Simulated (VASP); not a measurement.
# CaO (Fm-3m) in VASP: further runs, part 2 of 3

VASP 6.6.1. Earlier steps stand in the parts before.

### 4 Single point, PBE (volume scaled by 0.97)

INCAR reads:

```
PREC     = Accurate       # precision mode
ENCUT    = 520            # plane-wave cutoff, eV
EDIFF    = 1E-6           # SCF threshold, eV
ISMEAR   = 0              # smearing method
SIGMA    = 0.02           # smearing width, eV
LREAL    = F              # projectors in reciprocal space
LASPH    = T              # aspherical terms in the spheres
NELM     = 60             # most SCF steps
ALGO     = Normal         # electronic algorithm
ISIF     = 2              # what is computed and relaxed
LWAVE    = F              # write WAVECAR
LCHARG   = F              # write CHGCAR
GGA      = PE             # functional
NBANDS   = 15             # bands
```

KPOINTS reads:

```
Automatic mesh
0
Gamma
  8 8 8
```

POSCAR reads:

```
CaO
1.0
    0.0000000000      2.3906598074      2.3906598074
    2.3906598074      0.0000000000      2.3906598074
    2.3906598074      2.3906598074      0.0000000000
Ca O
1 1
Direct
    0.0000000000      0.0000000000      0.0000000000
    0.5000000000      0.5000000000      0.5000000000
```

Potentials or basis: VASP PAW PBE potentials, release 64 (Ca_sv, O).

The run is started by

```sh
$ cat potpaw_PBE.64/Ca_sv/POTCAR potpaw_PBE.64/O/POTCAR > POTCAR
$ mpirun -np 1 vasp_std > vasp.out
```

OUTCAR:

```text
PREC = Accurate
   ENCUT = 520
   EDIFF = 1E-6
   ISMEAR = 0
   LREAL = F
   LASPH = T
   NELM = 60
   ISIF = 2
   GGA = PE

 ion  position               nearest neighbor table
   1  0.000  0.000  0.000-   2 2.39   2 2.39   2 2.39   2 2.39   2 2.39   2 2.39
   2  0.500  0.500  0.500-   1 2.39   1 2.39   1 2.39   1 2.39   1 2.39   1 2.39

  LATTYP: Found a face centered cubic cell.
 ALAT       =     4.7813196148

  Lattice vectors:

 A1 = (   0.0000000000,   2.3906598074,   2.3906598074)
 A2 = (   2.3906598074,   0.0000000000,   2.3906598074)
 A3 = (   2.3906598074,   2.3906598074,   0.0000000000)

Analysis of symmetry for initial positions (statically):
[... 5 lines left out ...]
 face centered cubic supercell.

 Subroutine GETGRP returns: Found 48 space group operations
 (whereof 48 operations were pure point group operations)
 out of a pool of 48 trial point group operations.

The static configuration has the point symmetry O_h .

Analysis of symmetry for dynamics (positions and initial velocities):
[... 5 lines left out ...]
 face centered cubic supercell.

 Subroutine GETGRP returns: Found 48 space group operations
 (whereof 48 operations were pure point group operations)
 out of a pool of 48 trial point group operations.

The dynamic configuration has the point symmetry O_h .

 Subroutine INISYM returns: Found 48 space group operations
 (whereof 48 operations are pure point group operations),
 and found     1 'primitive' translations

----------------------------------------------------------------------------------------

                                     Primitive cell

  volume of cell :      27.3265

  direct lattice vectors                    reciprocal lattice vectors
     0.000000000  2.390659807  2.390659807    -0.209147282  0.209147282  0.209147282
     2.390659807  0.000000000  2.390659807     0.209147282 -0.209147282  0.209147282
     2.390659807  2.390659807  0.000000000     0.209147282  0.209147282 -0.209147282

  length of vectors
     3.380903523  3.380903523  3.380903523     0.362253718  0.362253718  0.362253718

  position of ions in fractional coordinates (direct lattice)
     0.000000000  0.000000000  0.000000000
     0.500000000  0.500000000  0.500000000

  ion indices of the primitive-cell ions
   primitive index   ion index
                 1           1
                 2           2

----------------------------------------------------------------------------------------

 KPOINTS: Automatic mesh

Automatic generation of k-mesh.
 Grid dimensions read from file:
 generate k-points for:    8    8    8

 Generating k-lattice:

  Cartesian coordinates                     Fractional coordinates (reciprocal lattice)
    -0.026143410  0.026143410  0.026143410     0.125000000  0.000000000  0.000000000
     0.026143410 -0.026143410  0.026143410     0.000000000  0.125000000  0.000000000
     0.026143410  0.026143410 -0.026143410     0.000000000  0.000000000  0.125000000

  Length of vectors
     0.045281715  0.045281715  0.045281715

  Shift w.r.t. Gamma in fractional coordinates (k-lattice)
     0.000000000  0.000000000  0.000000000

 Subroutine IBZKPT returns following result:
 ===========================================

 Found     29 irreducible k-points:

 Following reciprocal coordinates:
            Coordinates               Weight
  0.000000  0.000000  0.000000      1.000000
  0.125000  0.000000  0.000000      8.000000
  0.250000  0.000000  0.000000      8.000000
  0.375000  0.000000  0.000000      8.000000
  0.500000  0.000000  0.000000      4.000000
  0.125000  0.125000  0.000000      6.000000
[... 16 lines left out ...]
  0.500000  0.250000  0.125000     48.000000
 -0.375000  0.250000  0.125000     24.000000
 [... further k-points ...]
   k-points           NKPTS =     29   k-points in BZ     NKDIM =     29   number of bands    NBANDS=     15
   number of dos      NEDOS =    301   number of ions     NIONS =      2
   total plane-waves  NPLWV =  21952
   dimension x,y,z NGX =    28 NGY =   28 NGZ =   28
   dimension x,y,z NGXF=    56 NGYF=   56 NGZF=   56
   ions per type =               1   1
   NGX,Y,Z   is equivalent  to a cutoff of  13.77, 13.77, 13.77 a.u.
   NGXF,Y,Z  is equivalent  to a cutoff of  27.54, 27.54, 27.54 a.u.
 SYSTEM =  unknown system
   PREC   = accura    normal or accurate (medium, high low for compatibility)
   ISTART =      0    job   : 0-new  1-cont  2-samecut
   ICHARG =      2    charge: 1-file 2-atom 10-const
   ISPIN  =      1    spin polarized calculation?
   LNONCOLLINEAR =      F non collinear calculations
   LSORBIT =      F    spin-orbit coupling
   LASPH  =      T    aspherical Exc in radial PAW
   ENCUT  =  520.0 eV  38.22 Ry    6.18 a.u.   6.29  6.29  6.29*2*pi/ulx,y,z
   NELM   =     60;   NELMIN=  2; NELMDL= -5     # of ELM steps
   EDIFF  = 0.1E-05   stopping-criterion for ELM
   LREAL  =      F    real-space projection
   EDIFFG = 0.1E-04   stopping-criterion for IOM
   NSW    =      0    number of steps for IOM
   IBRION =     -1    ionic relax: 0-MD 1-quasi-New 2-CG
   NFREE  =      0    steps in history (QN), initial steepest desc. (CG)
   ISIF   =      2    stress and relaxation
   ISYM   =      2    0-nonsym 1-usesym 2-fastsym
   POTIM  = 0.5000    time-step for ionic-motion
   TEBEG  =    0.0;   TEEND  =   0.0 temperature during run
   PSTRESS=    0.0 pullay stress
   NELECT =      16.0000    total number of electrons
   NUPDOWN=      -1.0000    fix difference up-down
   EMIN   =  10.00;   EMAX   =-10.00  energy-range for DOS
   EFERMI =   0.00;   METHOD = LEGACY
   ISMEAR =     0;   SIGMA  =   0.02  broadening in eV -4-tet -1-fermi 0-gaus
   EFERMI_NEDOS =   21; number of points for ismear=-14 and -15
   IALGO  =     38    algorithm
   IMIX   =      4    mixing-type and parameters
     AMIX     =   0.40;   BMIX     =  1.00
     AMIX_MAG =   1.60;   BMIX_MAG =  1.00
  volume/ion in A,a.u.               =      13.66        92.20
  Fermi-wavevector in a.u.,A,eV,Ry     =   1.369579  2.588129 25.521077  1.875746
  Thomas-Fermi vector in A             =   2.495442
   LORBIT       =      0    0 simple, 1 ext, 2 COOP (PROOUT), +10 PAW based schemes
   GGA     = PE    functional components
   LHFCALC =     F    Hartree Fock is set to
   AEXX    =    0.0000 exact exchange contribution
   IVDW    =     0    specifies the selected vdW correction
   LEPSILON=     F    determine dielectric tensor
   LRPA    =     F    only Hartree local field effects (RPA)
 non-spin polarized calculation
 Gauss-broadening in eV      SIGMA  =   0.02
  energy-cutoff  :      520.00
  volume of cell :       27.33
 maximum number of plane-waves:       754
 NGX is ok and might be reduce to    28
   NGX = 13   NGY = 13   NGZ = 13

 number of electron      15.9999997 magnetization

 Free energy of the ion-electron system (eV)
  ---------------------------------------------------
  ext. energy  EPLUGINS =         0.00000000
  ---------------------------------------------------
  free energy    TOTEN  =       -12.79209182 eV

  energy without entropy =      -12.79209182  energy(sigma->0) =      -12.79209182

 E-fermi :   2.5848     XC(G=0): -10.5521

 val. band max:        2.4400982653   @ k =   0.0000   0.0000   0.0000
 cond. band min:       6.0702663468   @ k =   0.5000   0.5000   0.0000
 fundamental gap:      3.6301680815
 Fermi energy:         2.5848264176

 k-point     1 :       0.0000    0.0000    0.0000
  band No.  band energies     occupation
      1     -35.1334      2.00000
      2     -15.8855      2.00000
      3     -15.8855      2.00000
      4     -15.8855      2.00000
      5     -13.1228      2.00000
      6       2.4401      2.00000
      7       2.4401      2.00000
      8       2.4401      2.00000
      9       7.2818      0.00000
     10       8.7036      0.00000
     11       8.7036      0.00000
     12       8.7036      0.00000
     13      10.2348      0.00000
     14      10.2348      0.00000
     15      17.6109      0.00000
[... 397 lines left out ...]
 k-point    24 :      -0.3750    0.2500    0.1250
  band No.  band energies     occupation
      1     -35.0060      2.00000
      2     -16.8311      2.00000
      3     -16.1373      2.00000
      4     -16.0176      2.00000
      5     -12.1575      2.00000
      6       0.3647      2.00000
      7       1.2967      2.00000
      8       1.3615      2.00000
      9       9.2504      0.00000
     10       9.3314      0.00000
     11      11.2882      0.00000
     12      11.4982      0.00000
     13      12.7735      0.00000
     14      14.5123      0.00000
     15      16.4811      0.00000

 [... further k-points ...]
[... 5 lines left out ...]
  --------------------------------------------------------------------------------------
  -------------------------------------------------------------------------------------
  Total        0.6995875      0.6995875      0.6995875      0.0000000     -0.0000000      0.0000000
  in kB       41.0175087     41.0175087     41.0175087      0.0000000     -0.0000000      0.0000000
  external PRESSURE =      41.0175087 kB  Pullay stress =       0.0000000 kB

 VOLUME and BASIS-vectors are now :
 -----------------------------------------------------------------------------
  energy-cutoff  :      520.00
  volume of cell :       27.33
      direct lattice vectors                 reciprocal lattice vectors
     0.000000000  2.390659807  2.390659807    -0.209147282  0.209147282  0.209147282
     2.390659807  0.000000000  2.390659807     0.209147282 -0.209147282  0.209147282
     2.390659807  2.390659807  0.000000000     0.209147282  0.209147282 -0.209147282

 POSITION                                       TOTAL-FORCE (eV/Angst)
 -----------------------------------------------------------------------------------
      0.00000      0.00000      0.00000        -0.000000     -0.000000     -0.000000
      2.39066      2.39066      2.39066         0.000000      0.000000      0.000000
 -----------------------------------------------------------------------------------
    total drift:                                0.000000      0.000000      0.000000

  FREE ENERGIE OF THE ION-ELECTRON SYSTEM (eV)
  ---------------------------------------------------
  free  energy   TOTEN  =       -12.7920918188 eV

  energy  without entropy=      -12.7920918188  energy(sigma->0) =      -12.79209182
```

Wall time 15 s (1 thread of AMD EPYC 9R45 (Zen 5), shared host); peak memory 0.12 GiB.

What came out:

```
Free energy            : -12.7921 eV
Pressure               : 4.1 GPa
Band gap on the k mesh : 3.63 eV, indirect (least direct gap 4.00 eV)
```

[end of part 2 of 3]
